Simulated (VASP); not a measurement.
# ZnS (Imm2) in VASP: further runs

The runs below take ZnS through single point, with r2SCAN.

Everything below comes from runs of VASP 6.6.1. Logs are shortened: lines on timing, memory, paths and dates and some standing lists are left out, and cuts for length are marked.

## Step 1: The cell of the first run

Symmetry: Imm2, No. 44, orthorhombic system. The conventional cell has a = 3.734 Å, b = 3.887 Å, c = 5.389 Å, α = 90.00°, β = 90.00°, γ = 90.00°. Zn (site symmetry mm2) has 4 S at 2.30 to 2.36 Å within 3.0 Å. Within 3.0 Å of S (site symmetry mm2) lie 4 Zn at 2.30 to 2.36 Å.

## Step 2: Single point, r2SCAN (strain -0.0400 x Voigt [0, 0, 0, 0, 1, 0])

The input, POSCAR:

```
ZnS
1.0
   -0.0538902639      2.6945131942      2.6945131942
    2.6406229303      0.0000000000      2.6406229303
    2.6945131942      2.6945131942     -0.0538902639
Zn S
1 1
Direct
    0.0000000000      0.0000000000      0.0000000000
    0.7500000000      0.7500000000      0.7500000000
```

The input, INCAR.step1:

```
SYSTEM = ZnS
PREC = Accurate ; ENCUT = 520
ISMEAR = 0 ; SIGMA = 0.05
LREAL = .False. ; LASPH = .True.
NELM = 60 ; NBANDS = 16
GGA = PE ; ALGO = Normal
EDIFF = 1E-4 ; LWAVE = .True.
LCHARG = .False.
```

The input, INCAR.step2:

```
SYSTEM = ZnS
PREC = Accurate ; ENCUT = 520
EDIFF = 1E-6 ; ISMEAR = 0
SIGMA = 0.05 ; LREAL = .False.
LASPH = .True. ; NELM = 60
ALGO = Normal ; ISIF = 2
LWAVE = .False. ; LCHARG = .True.
METAGGA = R2SCAN ; LMIXTAU = .True.
LELF = .True. ; LVHAR = .True.
NBANDS = 16 ; ISTART = 1
```

The input, KPOINTS:

```
Automatic mesh
0
Gamma
  8 8 8
  0 0 0
```

Potentials or basis: VASP PAW PBE potentials, release 64 (Zn, S).

Launch:

```bash
cat potpaw_PBE.64/Zn/POTCAR potpaw_PBE.64/S/POTCAR > POTCAR
cp INCAR.step1 INCAR
mpirun -np 1 vasp_std > vasp.out
cp INCAR.step2 INCAR
mpirun -np 1 vasp_std > vasp.out
```

OUTCAR:

```text
SYSTEM = ZnS
   PREC = Accurate
   ENCUT = 520
   EDIFF = 1E-6
   ISMEAR = 0
   LREAL = .False.
   LASPH = .True.
   NELM = 60
   ISIF = 2
   METAGGA = R2SCAN
   ISTART = 1

 ion  position               nearest neighbor table
   1  0.000  0.000  0.000-   2 2.30   2 2.30   2 2.36   2 2.36
   2  0.750  0.750  0.750-   1 2.30   1 2.30   1 2.36   1 2.36

  LATTYP: Found a body centered orthorhombic cell.
 ALAT       =     3.7344047611
 B/A-ratio  =     1.0408163265
 C/A-ratio  =     1.4430750637

  Lattice vectors:

 A1 = (   2.6945131942,  -2.6945131942,  -0.0538902639)
 A2 = (  -2.6945131942,  -2.6945131942,   0.0538902639)
 A3 = (   0.0538902639,   2.6945131942,  -2.6945131942)

Analysis of symmetry for initial positions (statically):
=====================================================================
 Subroutine PRICEL returns:
 Original cell was already a primitive cell.

 Routine SETGRP: Setting up the symmetry group for a
 body centered orthorhombic supercell.

 Subroutine GETGRP returns: Found  4 space group operations
 (whereof  4 operations were pure point group operations)
 out of a pool of  8 trial point group operations.

The static configuration has the point symmetry C_2v.

Analysis of symmetry for dynamics (positions and initial velocities):
=====================================================================
 Subroutine PRICEL returns:
 Original cell was already a primitive cell.

 Routine SETGRP: Setting up the symmetry group for a
 body centered orthorhombic supercell.

 Subroutine GETGRP returns: Found  4 space group operations
 (whereof  4 operations were pure point group operations)
 out of a pool of  8 trial point group operations.

The dynamic configuration has the point symmetry C_2v.

 Subroutine INISYM returns: Found  4 space group operations
 (whereof  4 operations are pure point group operations),
 and found     1 'primitive' translations

----------------------------------------------------------------------------------------

                                     Primitive cell

  volume of cell :      39.1108

  direct lattice vectors                    reciprocal lattice vectors
    -0.053890264  2.694513194  2.694513194    -0.181923800  0.185562276  0.181923800
     2.640622930  0.000000000  2.640622930     0.189349261 -0.185562276  0.189349261
     2.694513194  2.694513194 -0.053890264     0.181923800  0.185562276 -0.181923800

  length of vectors
     3.810998146  3.734404761  3.810998146     0.317215851  0.325790797  0.317215851

  position of ions in fractional coordinates (direct lattice)
     0.000000000  0.000000000  0.000000000
     0.750000000  0.750000000  0.750000000

  ion indices of the primitive-cell ions
   primitive index   ion index
                 1           1
                 2           2

----------------------------------------------------------------------------------------

 KPOINTS: Automatic mesh

Automatic generation of k-mesh.
 Grid dimensions read from file:
 generate k-points for:    8    8    8

 Generating k-lattice:

  Cartesian coordinates                     Fractional coordinates (reciprocal lattice)
    -0.022740475  0.023195284  0.022740475     0.125000000  0.000000000  0.000000000
     0.023668658 -0.023195284  0.023668658     0.000000000  0.125000000  0.000000000
     0.022740475  0.023195284 -0.022740475     0.000000000  0.000000000  0.125000000

  Length of vectors
     0.039651981  0.040723850  0.039651981

  Shift w.r.t. Gamma in fractional coordinates (k-lattice)
     0.000000000  0.000000000  0.000000000

 Subroutine IBZKPT returns following result:
 ===========================================

 Found     95 irreducible k-points:

 Following reciprocal coordinates:
            Coordinates               Weight
  0.000000  0.000000  0.000000      1.000000
  0.125000  0.000000  0.000000      4.000000
  0.250000  0.000000  0.000000      4.000000
  0.375000  0.000000  0.000000      4.000000
  0.500000  0.000000  0.000000      2.000000
 -0.000000  0.125000 -0.000000      4.000000
[... 16 lines left out ...]
  0.125000  0.375000 -0.000000      8.000000
  0.250000  0.375000 -0.000000      8.000000
 [... further k-points ...]
   k-points           NKPTS =     95   k-points in BZ     NKDIM =     95   number of bands    NBANDS=     16
   number of dos      NEDOS =    301   number of ions     NIONS =      2
   total plane-waves  NPLWV =  21952
   dimension x,y,z NGX =    28 NGY =   28 NGZ =   28
   dimension x,y,z NGXF=    56 NGYF=   56 NGZF=   56
   ions per type =               1   1
   NGX,Y,Z   is equivalent  to a cutoff of  12.21, 12.46, 12.21 a.u.
   NGXF,Y,Z  is equivalent  to a cutoff of  24.43, 24.93, 24.43 a.u.
 SYSTEM =  ZnS
   PREC   = accura    normal or accurate (medium, high low for compatibility)
   ISTART =      1    job   : 0-new  1-cont  2-samecut
   ICHARG =      0    charge: 1-file 2-atom 10-const
   ISPIN  =      1    spin polarized calculation?
[... 115 lines left out ...]
      6      -3.8908      2.00000
[... 8 lines left out ...]
     15      15.6722      0.00000
     16      16.1429      0.00000

 k-point     6 :      -0.0000    0.1250   -0.0000
  band No.  band energies     occupation
      1     -11.7015      2.00000
      2      -4.6383      2.00000
      3      -4.6026      2.00000
      4      -4.5841      2.00000
      5      -4.0698      2.00000
      6      -4.0694      2.00000
[... 8 lines left out ...]
     15      13.6048      0.00000
     16      15.2983      0.00000

 k-point     7 :       0.1250    0.1250    0.0000
  band No.  band energies     occupation
      1     -11.6662      2.00000
      2      -4.6494      2.00000
      3      -4.5833      2.00000
      4      -4.5773      2.00000
      5      -4.0840      2.00000
      6      -4.0560      2.00000
[... 8 lines left out ...]
     15      14.4413      0.00000
     16      15.8518      0.00000

 k-point     8 :       0.2500    0.1250    0.0000
  band No.  band energies     occupation
      1     -11.4281      2.00000
      2      -4.6311      2.00000
      3      -4.5366      2.00000
      4      -4.5286      2.00000
      5      -4.0898      2.00000
      6      -4.0452      2.00000
[... 8 lines left out ...]
     15      14.4772      0.00000
     16      16.4799      0.00000

 k-point     9 :       0.3750    0.1250    0.0000
  band No.  band energies     occupation
      1     -11.0949      2.00000
      2      -4.5587      2.00000
      3      -4.4904      2.00000
      4      -4.4088      2.00000
      5      -4.0651      2.00000
      6      -4.0347      2.00000
[... 8 lines left out ...]
     15      15.2205      0.00000
     16      15.8498      0.00000
[... 172 lines left out ...]
 k-point    19 :      -0.3750    0.2500   -0.0000
  band No.  band energies     occupation
      1     -10.7057      2.00000
      2      -4.5026      2.00000
      3      -4.4009      2.00000
      4      -4.1339      2.00000
      5      -4.0577      2.00000
      6      -3.8452      2.00000
[... 8 lines left out ...]
     15      14.2356      0.00000
     16      18.1743      0.00000

 k-point    20 :      -0.2500    0.2500   -0.0000
  band No.  band energies     occupation
      1     -10.8932      2.00000
      2      -4.4958      2.00000
      3      -4.4502      2.00000
      4      -4.3138      2.00000
      5      -4.0827      2.00000
      6      -4.0086      2.00000
[... 8 lines left out ...]
     15      16.0099      0.00000
     16      17.3557      0.00000

 k-point    21 :      -0.1250    0.2500   -0.0000
  band No.  band energies     occupation
      1     -11.1688      2.00000
      2      -4.5298      2.00000
      3      -4.5107      2.00000
      4      -4.4917      2.00000
      5      -4.0833      2.00000
      6      -4.0381      2.00000
[... 8 lines left out ...]
     15      14.8461      0.00000
     16      15.7814      0.00000

 k-point    22 :      -0.0000    0.3750   -0.0000
  band No.  band energies     occupation
      1     -10.9926      2.00000
      2      -4.5071      2.00000
      3      -4.4893      2.00000
      4      -4.3464      2.00000
      5      -4.0520      2.00000
      6      -4.0455      2.00000
[... 8 lines left out ...]
     15      14.4111      0.00000
     16      14.8353      0.00000

 k-point    23 :       0.1250    0.3750   -0.0000
  band No.  band energies     occupation
      1     -11.0309      2.00000
      2      -4.5391      2.00000
      3      -4.4716      2.00000
      4      -4.4201      2.00000
      5      -4.0700      2.00000
      6      -4.0314      2.00000
[... 8 lines left out ...]
     15      15.2595      0.00000
     16      15.5449      0.00000

 k-point    24 :       0.2500    0.3750   -0.0000
  band No.  band energies     occupation
      1     -10.9385      2.00000
      2      -4.6210      2.00000
      3      -4.3999      2.00000
      4      -4.3883      2.00000
      5      -4.0746      2.00000
      6      -4.0142      2.00000
[... 8 lines left out ...]
     15      15.7300      0.00000
     16      17.9453      0.00000

 [... further k-points ...]

------------------------ aborting loop because EDIFF is reached ----------------------------------------

  FORCE on cell =-STRESS in cart. coord.  units (eV):
  Direction    XX          YY          ZZ          XY          YZ          ZX
  --------------------------------------------------------------------------------------
  -------------------------------------------------------------------------------------
  Total        0.0515205      0.0327867      0.0515205      0.0000000      0.0000000      0.7108328
  in kB        2.1105379      1.3431080      2.1105379      0.0000000      0.0000000     29.1192934
  external PRESSURE =       1.8547280 kB  Pullay stress =       0.0000000 kB

 VOLUME and BASIS-vectors are now :
 -----------------------------------------------------------------------------
  energy-cutoff  :      520.00
  volume of cell :       39.11
      direct lattice vectors                 reciprocal lattice vectors
    -0.053890264  2.694513194  2.694513194    -0.181923800  0.185562276  0.181923800
     2.640622930  0.000000000  2.640622930     0.189349261 -0.185562276  0.189349261
     2.694513194  2.694513194 -0.053890264     0.181923800  0.185562276 -0.181923800

 POSITION                                       TOTAL-FORCE (eV/Angst)
 -----------------------------------------------------------------------------------
      0.00000      0.00000      0.00000        -0.000000      0.227132     -0.000000
      3.96093      4.04177      3.96093         0.000000     -0.227132      0.000000
 -----------------------------------------------------------------------------------
    total drift:                               -0.000064     -0.006243     -0.000064

  FREE ENERGIE OF THE ION-ELECTRON SYSTEM (eV)
  ---------------------------------------------------
  free  energy   TOTEN  =       -18.8520070554 eV

  energy  without entropy=      -18.8520070554  energy(sigma->0) =      -18.85200706
```

It took 83 s on 1 thread of Intel Xeon 6975P-C (Granite Rapids), shared host; peak memory 0.2 GiB.

Results:

```
Free energy            : -18.8520 eV
Pressure               : 0.2 GPa
Largest force          : 0.227 eV/Å
Band gap on the k mesh : 2.61 eV, direct
```

Forces in eV/Å, atoms in the order of the input:
```
Zn   0.000  0.227  0.000
S    0.000 -0.227  0.000
```

Stress tensor (GPa, compression positive):
```
0.21 0.00 2.91
0.00 0.13 0.00
2.91 0.00 0.21
```

Levels at points of the mesh, in eV from the valence-band top:
```csv
k point,band 6,band 7,band 8,band 9,band 10,band 11,band 12,band 13
"(0.00, 0.00, 0.00)",-6.06,-0.15,-0.09,0.00,2.61,6.53,6.84,7.11
"(0.50, 0.00, 0.00)",-5.89,-5.51,-0.92,-0.88,3.88,7.26,7.56,9.31
"(0.00, 0.50, 0.00)",-5.84,-5.54,-1.07,-1.05,3.62,7.08,7.36,9.41
"(0.50, 0.50, 0.00)",-5.84,-4.73,-2.39,-2.39,3.63,4.40,11.60,12.75
"(0.50, 0.00, 0.50)",-5.84,-4.73,-2.59,-2.19,3.54,4.50,11.74,12.77
```

Caveat: the cell differs from its parent crystal (strain -0.0400 x Voigt [0, 0, 0, 0, 1, 0]); the PAW data sets were made with another functional, which shifts forces and pressure a little.

## Step 3: Single point, r2SCAN (strain +0.0300 x Voigt [0, 0, 0, 0, 1, 0])

The input, POSCAR:

```
ZnS
1.0
    0.0404176979      2.6945131942      2.6945131942
    2.7349308921      0.0000000000      2.7349308921
    2.6945131942      2.6945131942      0.0404176979
Zn S
1 1
Direct
    0.0000000000      0.0000000000      0.0000000000
    0.7500000000      0.7500000000      0.7500000000
```

The input, INCAR.step1:

```
SYSTEM = ZnS
ALGO = Normal
EDIFF = 1E-4
ENCUT = 520
GGA = PE
ISMEAR = 0
LASPH = .True.
LCHARG = .False.
LREAL = .False.
LWAVE = .True.
NBANDS = 16
NELM = 60
PREC = Accurate
SIGMA = 0.05
```

The input, INCAR.step2:

```
SYSTEM = ZnS
ALGO = Normal
EDIFF = 1E-7
ENCUT = 520
ISIF = 2
ISMEAR = 0
ISTART = 1
LASPH = .True.
LCHARG = .False.
LMIXTAU = .True.
LREAL = .False.
LWAVE = .False.
METAGGA = R2SCAN
NBANDS = 16
NELM = 60
PREC = Accurate
SIGMA = 0.05
```

The input, KPOINTS:

```
k-points
0
Gamma
  8 8 8
  0 0 0
```

Potentials or basis: VASP PAW PBE potentials, release 64 (Zn, S).

Launch:

```bash
cat potpaw_PBE.64/Zn/POTCAR potpaw_PBE.64/S/POTCAR > POTCAR
cp INCAR.step1 INCAR
mpirun -np 1 vasp_std > vasp.out
cp INCAR.step2 INCAR
mpirun -np 1 vasp_std > vasp.out
```

It took 1.9 min on 1 thread of Intel Xeon 6975P-C (Granite Rapids), shared host; peak memory 0.2 GiB.

It converged, with:

- Free energy: -18.8585 eV
- Pressure: 0.2 GPa
- Largest force: 0.171 eV/Å
- Band gap on the k mesh: 2.64 eV, direct

Forces on the atoms (eV/Å):
```
Zn   0.000 -0.171  0.000
S    0.000  0.171  0.000
```

Stress tensor (GPa, compression positive):
```
 0.19  0.00 -2.19
 0.00  0.11  0.00
-2.19  0.00  0.19
```

Levels at points of the mesh, in eV from the valence-band top:
| k point | band 6 | band 7 | band 8 | band 9 | band 10 | band 11 | band 12 | band 13 |
| --- | --- | --- | --- | --- | --- | --- | --- | --- |
| (0.00, 0.00, 0.00) | -6.04 | -0.12 | -0.07 | 0.00 | 2.64 | 6.62 | 6.85 | 7.06 |
| (0.50, 0.00, 0.00) | -5.82 | -5.52 | -1.03 | -1.01 | 3.67 | 7.16 | 7.37 | 9.42 |
| (0.00, 0.50, 0.00) | -5.86 | -5.50 | -0.91 | -0.88 | 3.87 | 7.29 | 7.51 | 9.35 |
| (0.50, 0.50, 0.00) | -5.82 | -4.71 | -2.37 | -2.37 | 3.65 | 4.42 | 11.68 | 12.79 |
| (0.50, 0.00, 0.50) | -5.82 | -4.71 | -2.52 | -2.22 | 3.60 | 4.48 | 11.77 | 12.80 |

Caveat: the cell differs from its parent crystal (strain +0.0300 x Voigt [0, 0, 0, 0, 1, 0]); the PAW data sets were made with another functional, which shifts forces and pressure a little.

## Step 4: Single point, r2SCAN (strain -0.0200 x Voigt [0, 0, 0, 0, 1, 0])

The input, POSCAR:

```
ZnS
1.0
   -0.0269451319      2.6945131942      2.6945131942
    2.6675680623      0.0000000000      2.6675680623
    2.6945131942      2.6945131942     -0.0269451319
Zn S
1 1
Direct
    0.0000000000      0.0000000000      0.0000000000
    0.7500000000      0.7500000000      0.7500000000
```

The input, INCAR.step1:

```
SYSTEM = ZnS
  ALGO = Normal
  EDIFF = 1E-4
  ENCUT = 520
  GGA = PE
  ISMEAR = 0
  LASPH = .True.
  LCHARG = .False.
  LREAL = .False.
  LWAVE = .True.
  NBANDS = 16
  NELM = 60
  PREC = Accurate
  SIGMA = 0.05
```

The input, INCAR.step2:

```
SYSTEM = ZnS
  ALGO = Normal
  EDIFF = 1E-7
  ENCUT = 520
  ISIF = 2
  ISMEAR = 0
  ISTART = 1
  LASPH = .True.
  LCHARG = .False.
  LMIXTAU = .True.
  LREAL = .False.
  LWAVE = .False.
  METAGGA = R2SCAN
  NBANDS = 16
  NELM = 60
  PREC = Accurate
  SIGMA = 0.05
```

KPOINTS is that of step 3.

Launch:

```bash
cat potpaw_PBE.64/Zn/POTCAR potpaw_PBE.64/S/POTCAR > POTCAR
cp INCAR.step1 INCAR
mpirun -np 1 vasp_std > vasp.out
cp INCAR.step2 INCAR
mpirun -np 1 vasp_std > vasp.out
```

It took 1.9 min on 1 thread of Intel Xeon 6975P-C (Granite Rapids), shared host; peak memory 0.19 GiB.

It converged, with:

- Free energy: -18.8627 eV
- Pressure: 0.1 GPa
- Largest force: 0.113 eV/Å
- Band gap on the k mesh: 2.67 eV, direct

Forces in eV/Å, atoms in the order of the input:
```
Zn   0.000  0.113  0.000
S    0.000 -0.113  0.000
```

Stress tensor (GPa, compression positive):
```
0.09 0.00 1.45
0.00 0.07 0.00
1.45 0.00 0.09
```

Levels at points of the mesh, in eV from the valence-band top:
```
           k point  band 5  band 6  band 7  band 8  band 9  band 10  band 11  band 12  band 13  band 14
(0.00, 0.00, 0.00)   -6.02   -6.02   -0.08   -0.04    0.00     2.67     6.71     6.86     7.00    12.28
(0.50, 0.00, 0.00)   -5.99   -5.83   -5.48   -0.91   -0.89     3.86     7.32     7.47     9.38    12.88
(0.00, 0.50, 0.00)   -5.98   -5.81   -5.50   -0.99   -0.97     3.73     7.23     7.38     9.43    12.85
(0.50, 0.50, 0.00)   -5.94   -5.80   -4.69   -2.35   -2.35     3.67     4.44    11.75    12.83    12.88
(0.50, 0.00, 0.50)   -5.94   -5.80   -4.69   -2.45   -2.25     3.65     4.47    11.79    12.83    12.86
```

Caveat: the cell differs from its parent crystal (strain -0.0200 x Voigt [0, 0, 0, 0, 1, 0]); the PAW data sets were made with another functional, which shifts forces and pressure a little.

## Step 5: Overview

```csv
cell,gap on the mesh (eV),pressure (GPa),largest force (eV/Å)
"a = 3.811, b = 3.734 Å, angles 60.7, 61.3, 60.7°, 2 atoms",2.61,0.2,0.23
"a = 3.811, b = 3.868 Å, angles 59.5, 59.0, 59.5°, 2 atoms",2.64,0.2,0.17
"a = 3.811, b = 3.773 Å, angles 60.3, 60.7, 60.3°, 2 atoms",2.67,0.1,0.11
```

Alike in all rows: task single point; level r2SCAN; potentials or basis VASP PAW PBE potentials, release 64 (Zn, S); no spin polarisation; k mesh 8 × 8 × 8; cutoff (eV) 520; smearing gaussian 0.05 eV.

Caveats: the PAW data sets were made with another functional, which shifts forces and pressure a little.

Absolute energies hang on the potentials; compare differences alone.
